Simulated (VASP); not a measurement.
Write the native input for VASP 6.6.1 that does the following.

- Task: single point
- Functional: PBE0
- Potentials or basis: VASP PAW PBE potentials, release 64 (Ti_sv, Si)
- Cutoff: 520 eV
- k mesh: 4 × 4 × 6
- Occupations: fermi-dirac, width 0.05 eV
- Spin: no spin polarisation
- Dipole correction: no
- Grid for exact exchange (PRECFOCK): Normal
- Further INCAR settings: ALGO = Normal; EDIFF = 1e-06; NBANDS = 17
- Share of exact exchange: 0.25

TiSi2:

```xyz
3
Lattice="4.3746 0.0000 0.0000 -2.1873 3.7885 0.0000 0.0000 0.0000 2.5610" Properties=species:S:1:pos:R:3 pbc="T T T"
Ti    0.0000    0.0000    0.0000
Si    0.0000    2.5257    1.2805
Si    2.1873    1.2628    1.2805
```

One way to write it, as run:

POSCAR

```
TiSi2
1.0
    4.3746400000      0.0000000000      0.0000000000
   -2.1873200000      3.7885500000      0.0000000000
    0.0000000000      0.0000000000      2.5610100000
Ti Si
1 2
Direct
    0.0000000000      0.0000000000      0.0000000000
    0.3333300000      0.6666700000      0.5000000000
    0.6666700000      0.3333300000      0.5000000000
```

INCAR.step1

```
SYSTEM = TiSi2
ALGO     = Normal         ! electronic algorithm
EDIFF    = 1E-5           ! SCF threshold, eV
ENCUT    = 520            ! plane-wave cutoff, eV
GGA      = PE             ! functional
ISIF     = 2              ! what is computed and relaxed
ISMEAR   = -1             ! smearing method
LASPH    = .TRUE.         ! aspherical terms in the spheres
LCHARG   = .FALSE.        ! write CHGCAR
LREAL    = .FALSE.        ! projectors in reciprocal space
LWAVE    = .TRUE.         ! write WAVECAR
NBANDS   = 17             ! bands
NELM     = 100            ! most SCF steps
PREC     = Accurate       ! precision mode
SIGMA    = 0.05           ! smearing width, eV
```

INCAR.step2

```
SYSTEM = TiSi2
AEXX     = 0.25           ! exact-exchange fraction
ALGO     = Normal         ! electronic algorithm
EDIFF    = 1E-6           ! SCF threshold, eV
ENCUT    = 520            ! plane-wave cutoff, eV
GGA      = PE             ! functional
ISIF     = 2              ! what is computed and relaxed
ISMEAR   = -1             ! smearing method
ISTART   = 1            
LASPH    = .TRUE.         ! aspherical terms in the spheres
LCHARG   = .FALSE.        ! write CHGCAR
LHFCALC  = .TRUE.         ! exact exchange
LREAL    = .FALSE.        ! projectors in reciprocal space
LWAVE    = .FALSE.        ! write WAVECAR
NBANDS   = 17             ! bands
NELM     = 100            ! most SCF steps
PREC     = Accurate       ! precision mode
PRECFOCK = Normal       
SIGMA    = 0.05           ! smearing width, eV
```

KPOINTS

```
k-points
0
G
  4 4 6
  0 0 0
```

Potentials or basis: VASP PAW PBE potentials, release 64 (Ti_sv, Si).

Run with:

```sh
$ cat potpaw_PBE.64/Ti_sv/POTCAR potpaw_PBE.64/Si/POTCAR > POTCAR
$ cp INCAR.step1 INCAR
$ mpirun -np 1 vasp_std > vasp.out
$ cp INCAR.step2 INCAR
$ mpirun -np 1 vasp_std > vasp.out
```

Results of the run:

| Item | Value |
| --- | --- |
| Pressure | -2.6 GPa |
| Largest force | 0.038 eV/Å |
| Band gap on the k mesh | zero (bands 10 and 11 overlap by 4.19 eV) |

Caveat: the k points lie up to 0.41 Å⁻¹ apart, too coarse for converged energies and pressures of a metal; the PAW data sets were made with another functional, which shifts forces and pressure a little.

Wall time 45 min on 1 thread of Intel(R) Xeon(R) Platinum 8488C (Sapphire Rapids), with other jobs on the host, peak memory 0.2 GiB.
